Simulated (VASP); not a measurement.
# NaI (Cmcm) in VASP: notebook

Runs on NaI. Level: PBE. Tasks: single point.

All numbers are computed with VASP 6.6.1; they aren't measurements. Logs are shortened: lines on timing, memory, paths and dates and some standing lists are left out, and cuts for length are marked.

### Step 1. The cell of the first run

The structure is orthorhombic, space group Cmcm (No. 63). The conventional cell has a = 4.479 Å, b = 15.762 Å, c = 4.530 Å, α = 90.00°, β = 90.00°, γ = 90.00°. Na (site symmetry m2m) has 5 I at 3.19 to 3.20 Å and 4 Na at 4.28 Å within 4.3 Å. Within 4.2 Å of I (site symmetry m2m) lie 5 Na at 3.19 to 3.20 Å.

### Step 2. Single point, PBE

Contents of INCAR:

```
ALGO = Normal
EDIFF = 1E-7
ENCUT = 520
GGA = PE
ISIF = 2
ISMEAR = 0
LASPH = True
LCHARG = False
LREAL = False
LWAVE = False
NBANDS = 22
NELM = 100
PREC = Accurate
SIGMA = 0.02
```

Contents of KPOINTS:

```
k-points
0
Gamma
  6 6 6
```

Contents of POSCAR:

```
NaI
1.0
    2.2395800637     -7.8809955871      0.0000000000
    2.2395800637      7.8809955871      0.0000000000
    0.0000000000      0.0000000000      4.5303915638
Na I
2 2
Direct
    0.8404662692      0.1595337308      0.7500000000
    0.1595337308      0.8404662692      0.2500000000
    0.6379058151      0.3620941849      0.7500000000
    0.3620941849      0.6379058151      0.2500000000
```

Potentials or basis: VASP PAW PBE potentials, release 64 (Na_pv, I).

Started as:

```sh
cat potpaw_PBE.64/Na_pv/POTCAR potpaw_PBE.64/I/POTCAR > POTCAR
mpirun -np 1 vasp_std > vasp.out
```

OUTCAR:

```text
EDIFF = 1E-7
   ENCUT = 520
   GGA = PE
   ISIF = 2
   ISMEAR = 0
   LASPH = True
   LREAL = False
   NELM = 100
   PREC = Accurate

 ion  position               nearest neighbor table
   1  0.840  0.160  0.750-
   2  0.160  0.840  0.250-
   3  0.638  0.362  0.750-
   4  0.362  0.638  0.250-

  LATTYP: Found a base centered orthorhombic cell.
 ALAT       =     4.4791601274
 B/A-ratio  =     3.5189613066
 C/A-ratio  =     1.0114377327

  Lattice vectors:

 A1 = (   2.2395800637,  -7.8809955871,   0.0000000000)
 A2 = (   2.2395800637,   7.8809955871,   0.0000000000)
 A3 = (   0.0000000000,   0.0000000000,   4.5303915638)

Analysis of symmetry for initial positions (statically):
=====================================================================
 Subroutine PRICEL returns:
 Original cell was already a primitive cell.

 Routine SETGRP: Setting up the symmetry group for a
 base centered orthorhombic supercell.

 Subroutine GETGRP returns: Found  8 space group operations
 (whereof  4 operations were pure point group operations)
 out of a pool of  8 trial point group operations.

The static configuration has the point symmetry C_2h.
 The point group associated with its full space group is D_2h.

Analysis of symmetry for dynamics (positions and initial velocities):
=====================================================================
 Subroutine PRICEL returns:
 Original cell was already a primitive cell.

 Routine SETGRP: Setting up the symmetry group for a
 base centered orthorhombic supercell.

 Subroutine GETGRP returns: Found  8 space group operations
 (whereof  4 operations were pure point group operations)
 out of a pool of  8 trial point group operations.

The dynamic configuration has the point symmetry C_2h.
 The point group associated with its full space group is D_2h.

 Subroutine INISYM returns: Found  8 space group operations
 (whereof  4 operations are pure point group operations),
 and found     1 'primitive' translations

----------------------------------------------------------------------------------------

                                     Primitive cell

  volume of cell :     159.9239

  direct lattice vectors                    reciprocal lattice vectors
     2.239580064 -7.880995587  0.000000000     0.223256140 -0.063443761  0.000000000
     2.239580064  7.880995587  0.000000000     0.223256140  0.063443761  0.000000000
     0.000000000  0.000000000  4.530391564     0.000000000  0.000000000  0.220731472

  length of vectors
     8.193034255  8.193034255  4.530391564     0.232095702  0.232095702  0.220731472

  position of ions in fractional coordinates (direct lattice)
     0.840466269  0.159533731  0.750000000
     0.159533731  0.840466269  0.250000000
     0.637905815  0.362094185  0.750000000
     0.362094185  0.637905815  0.250000000

  ion indices of the primitive-cell ions
   primitive index   ion index
                 1           1
                 2           2
                 3           3
                 4           4

----------------------------------------------------------------------------------------

 KPOINTS: k-points

Automatic generation of k-mesh.
 Grid dimensions read from file:
 generate k-points for:    6    6    6

 Generating k-lattice:

  Cartesian coordinates                     Fractional coordinates (reciprocal lattice)
     0.037209357 -0.010573960  0.000000000     0.166666667  0.000000000  0.000000000
     0.037209357  0.010573960  0.000000000     0.000000000  0.166666667  0.000000000
     0.000000000  0.000000000  0.036788579     0.000000000  0.000000000  0.166666667

  Length of vectors
     0.038682617  0.038682617  0.036788579

  Shift w.r.t. Gamma in fractional coordinates (k-lattice)
     0.000000000  0.000000000  0.000000000

 Subroutine IBZKPT returns following result:
 ===========================================

 Found     52 irreducible k-points:

 Following reciprocal coordinates:
            Coordinates               Weight
  0.000000  0.000000  0.000000      1.000000
  0.166667 -0.000000  0.000000      4.000000
  0.333333 -0.000000  0.000000      4.000000
  0.500000 -0.000000  0.000000      2.000000
  0.166667  0.166667  0.000000      2.000000
  0.333333  0.166667  0.000000      4.000000
[... 16 lines left out ...]
  0.333333  0.333333  0.166667      4.000000
  0.500000  0.333333  0.166667      8.000000
 [... further k-points ...]
   k-points           NKPTS =     52   k-points in BZ     NKDIM =     52   number of bands    NBANDS=     22
   number of dos      NEDOS =    301   number of ions     NIONS =      4
   total plane-waves  NPLWV = 147456
   dimension x,y,z NGX =    64 NGY =   64 NGZ =   36
   dimension x,y,z NGXF=   128 NGYF=  128 NGZF=   72
   ions per type =               2   2
   NGX,Y,Z   is equivalent  to a cutoff of  12.99, 12.99, 13.21 a.u.
   NGXF,Y,Z  is equivalent  to a cutoff of  25.97, 25.97, 26.42 a.u.
 SYSTEM =  unknown system
   PREC   = accura    normal or accurate (medium, high low for compatibility)
   ISTART =      0    job   : 0-new  1-cont  2-samecut
   ICHARG =      2    charge: 1-file 2-atom 10-const
   ISPIN  =      1    spin polarized calculation?
   LNONCOLLINEAR =      F non collinear calculations
   LSORBIT =      F    spin-orbit coupling
   LASPH  =      T    aspherical Exc in radial PAW
   ENCUT  =  520.0 eV  38.22 Ry    6.18 a.u.  15.23 15.23  8.42*2*pi/ulx,y,z
   NELM   =    100;   NELMIN=  2; NELMDL= -5     # of ELM steps
   EDIFF  = 0.1E-06   stopping-criterion for ELM
   LREAL  =      F    real-space projection
   EDIFFG = 0.1E-05   stopping-criterion for IOM
   NSW    =      0    number of steps for IOM
   IBRION =     -1    ionic relax: 0-MD 1-quasi-New 2-CG
   NFREE  =      0    steps in history (QN), initial steepest desc. (CG)
   ISIF   =      2    stress and relaxation
   ISYM   =      2    0-nonsym 1-usesym 2-fastsym
   POTIM  = 0.5000    time-step for ionic-motion
   TEBEG  =    0.0;   TEEND  =   0.0 temperature during run
   PSTRESS=    0.0 pullay stress
   NELECT =      28.0000    total number of electrons
   NUPDOWN=      -1.0000    fix difference up-down
   EMIN   =  10.00;   EMAX   =-10.00  energy-range for DOS
   EFERMI =   0.00;   METHOD = LEGACY
   ISMEAR =     0;   SIGMA  =   0.02  broadening in eV -4-tet -1-fermi 0-gaus
   EFERMI_NEDOS =   21; number of points for ismear=-14 and -15
   IALGO  =     38    algorithm
   IMIX   =      4    mixing-type and parameters
     AMIX     =   0.40;   BMIX     =  1.00
     AMIX_MAG =   1.60;   BMIX_MAG =  1.00
  volume/ion in A,a.u.               =      39.98       269.80
  Fermi-wavevector in a.u.,A,eV,Ry     =   0.915847  1.730700 11.412242  0.838776
  Thomas-Fermi vector in A             =   2.040635
   LORBIT       =      0    0 simple, 1 ext, 2 COOP (PROOUT), +10 PAW based schemes
   GGA     = PE    functional components
   LHFCALC =     F    Hartree Fock is set to
   AEXX    =    0.0000 exact exchange contribution
   IVDW    =     0    specifies the selected vdW correction
   LEPSILON=     F    determine dielectric tensor
   LRPA    =     F    only Hartree local field effects (RPA)
 non-spin polarized calculation
 Gauss-broadening in eV      SIGMA  =   0.02
  energy-cutoff  :      520.00
  volume of cell :      159.92
 maximum number of plane-waves:      4337
 NGX is ok and might be reduce to    64
   NGX = 31   NGY = 31   NGZ = 17

 number of electron      27.9999992 magnetization

 Free energy of the ion-electron system (eV)
  ---------------------------------------------------
  ext. energy  EPLUGINS =         0.00000000
  ---------------------------------------------------
  free energy    TOTEN  =       -10.59289997 eV

  energy without entropy =      -10.59289997  energy(sigma->0) =      -10.59289997

 E-fermi :  -0.1266     XC(G=0):  -6.9197

 val. band max:       -0.2729930459   @ k =   0.5000   0.5000   0.1667
 cond. band min:       3.2695158601   @ k =   0.0000   0.0000   0.0000
 fundamental gap:      3.5425089060
 Fermi energy:        -0.1266118979

 k-point     1 :       0.0000    0.0000    0.0000
  band No.  band energies     occupation
      1     -22.7543      2.00000
      2     -22.7509      2.00000
      3     -22.7345      2.00000
      4     -22.7342      2.00000
      5     -22.7325      2.00000
      6     -22.7322      2.00000
[... 14 lines left out ...]
     21       8.0476      0.00000
     22       8.7102      0.00000

 k-point     2 :       0.1667   -0.0000    0.0000
  band No.  band energies     occupation
      1     -22.7541      2.00000
      2     -22.7512      2.00000
      3     -22.7351      2.00000
      4     -22.7339      2.00000
      5     -22.7335      2.00000
      6     -22.7322      2.00000
[... 14 lines left out ...]
     21       8.1261      0.00000
     22       8.1860      0.00000

 k-point     3 :       0.3333   -0.0000    0.0000
  band No.  band energies     occupation
      1     -22.7535      2.00000
      2     -22.7518      2.00000
      3     -22.7364      2.00000
      4     -22.7355      2.00000
      5     -22.7333      2.00000
      6     -22.7323      2.00000
[... 14 lines left out ...]
     21       8.1243      0.00000
     22       8.2447      0.00000

 k-point     4 :       0.5000   -0.0000    0.0000
  band No.  band energies     occupation
      1     -22.7527      2.00000
      2     -22.7526      2.00000
      3     -22.7367      2.00000
      4     -22.7367      2.00000
      5     -22.7326      2.00000
      6     -22.7326      2.00000
[... 14 lines left out ...]
     21       7.8450      0.00000
     22       7.9025      0.00000

 k-point     5 :       0.1667    0.1667    0.0000
  band No.  band energies     occupation
      1     -22.7535      2.00000
      2     -22.7518      2.00000
      3     -22.7364      2.00000
      4     -22.7355      2.00000
      5     -22.7333      2.00000
      6     -22.7323      2.00000
[... 417 lines left out ...]
 k-point    22 :      -0.1667    0.1667    0.1667
  band No.  band energies     occupation
      1     -22.7541      2.00000
      2     -22.7512      2.00000
      3     -22.7348      2.00000
      4     -22.7342      2.00000
      5     -22.7331      2.00000
      6     -22.7325      2.00000
[... 14 lines left out ...]
     21       8.3838      0.00000
     22       8.4953      0.00000

 k-point    23 :       0.3333    0.3333    0.1667
  band No.  band energies     occupation
      1     -22.7532      2.00000
      2     -22.7519      2.00000
      3     -22.7363      2.00000
      4     -22.7355      2.00000
      5     -22.7338      2.00000
      6     -22.7329      2.00000
[... 14 lines left out ...]
     21       7.3961      0.00000
     22       8.6029      0.00000

 k-point    24 :       0.5000    0.3333    0.1667
  band No.  band energies     occupation
      1     -22.7538      2.00000
      2     -22.7514      2.00000
      3     -22.7351      2.00000
      4     -22.7343      2.00000
      5     -22.7337      2.00000
      6     -22.7328      2.00000
[... 14 lines left out ...]
     21       7.8406      0.00000
     22       8.1721      0.00000

 [... further k-points ...]
[... 5 lines left out ...]
  --------------------------------------------------------------------------------------
  -------------------------------------------------------------------------------------
  Total        0.0063083      0.0404112      0.0226536      0.0000000      0.0000000      0.0000000
  in kB        0.0631984      0.4048549      0.2269518      0.0000000      0.0000000      0.0000000
  external PRESSURE =       0.2316684 kB  Pullay stress =       0.0000000 kB

 VOLUME and BASIS-vectors are now :
 -----------------------------------------------------------------------------
  energy-cutoff  :      520.00
  volume of cell :      159.92
      direct lattice vectors                 reciprocal lattice vectors
     2.239580064 -7.880995587  0.000000000     0.223256140 -0.063443761  0.000000000
     2.239580064  7.880995587  0.000000000     0.223256140  0.063443761  0.000000000
     0.000000000  0.000000000  4.530391564     0.000000000  0.000000000  0.220731472

 POSITION                                       TOTAL-FORCE (eV/Angst)
 -----------------------------------------------------------------------------------
      2.23958     -5.36643      3.39779         0.000000     -0.001748      0.000000
      2.23958      5.36643      1.13260         0.000000      0.001748      0.000000
      2.23958     -2.17367      3.39779         0.000000      0.001827     -0.000000
      2.23958      2.17367      1.13260         0.000000     -0.001827      0.000000
 -----------------------------------------------------------------------------------
    total drift:                                0.000000     -0.000000      0.000000

  FREE ENERGIE OF THE ION-ELECTRON SYSTEM (eV)
  ---------------------------------------------------
  free  energy   TOTEN  =       -10.5928999688 eV

  energy  without entropy=      -10.5928999688  energy(sigma->0) =      -10.59289997
```

It took 2.7 min on 1 thread of Intel Xeon Platinum 8559C (Emerald Rapids), shared host; peak memory 0.46 GiB.

What came out:

```
Free energy            : -10.5929 eV
Pressure               : 0.0 GPa
Band gap on the k mesh : 3.54 eV (least direct gap 3.58 eV)
```

Caveat: spin-orbit coupling is left out, which moves the levels of the heavy elements. A k mesh can miss the band edges.

### Step 3. Single point, PBE

Contents of INCAR:

```
SYSTEM = NaI
PREC = Accurate
ENCUT = 520
EDIFF = 1E-6
ISMEAR = 0
SIGMA = 0.02
LREAL = .False.
LASPH = .True.
NELM = 100
ALGO = Normal
ISIF = 2
LWAVE = .False.
LCHARG = .False.
GGA = PE
NBANDS = 22
```

Contents of KPOINTS:

```
regular mesh
0
Gamma
  6 6 6
  0 0 0
```

POSCAR is that of step 2.

Potentials or basis: VASP PAW PBE potentials, release 64 (Na_pv, I).

Started as:

```sh
cat potpaw_PBE.64/Na_pv/POTCAR potpaw_PBE.64/I/POTCAR > POTCAR
mpirun -np 1 vasp_std > vasp.out
```

Wall time 3.8 min (1 thread of Intel Xeon Platinum 8559C (Emerald Rapids), shared host); peak memory 0.46 GiB.

The run converged. Its results:

- Free energy: -10.5929 eV
- Pressure: 0.0 GPa
- Band gap on the k mesh: 3.54 eV (least direct gap 3.58 eV)

Levels at points of the mesh, in eV from the valence-band top:
```tsv
k point	band 12	band 13	band 14	band 15	band 16	band 17
(0.00, 0.00, 0.00)	-0.07	-0.05	-0.04	3.54	4.85	6.10
(0.50, 0.00, 0.00)	-0.28	-0.14	-0.07	5.27	5.57	6.43
(0.50, 0.50, 0.00)	-0.34	-0.13	-0.01	4.55	4.58	6.09
(0.00, 0.00, 0.50)	-0.60	-0.06	-0.06	5.96	5.96	6.45
(0.50, 0.00, 0.50)	-1.07	-0.42	-0.42	4.81	4.81	6.14
(0.50, 0.50, 0.50)	-0.36	-0.06	-0.06	5.16	5.16	7.02
```

Caveat: spin-orbit coupling is left out, which moves the levels of the heavy elements. A k mesh can miss the band edges.
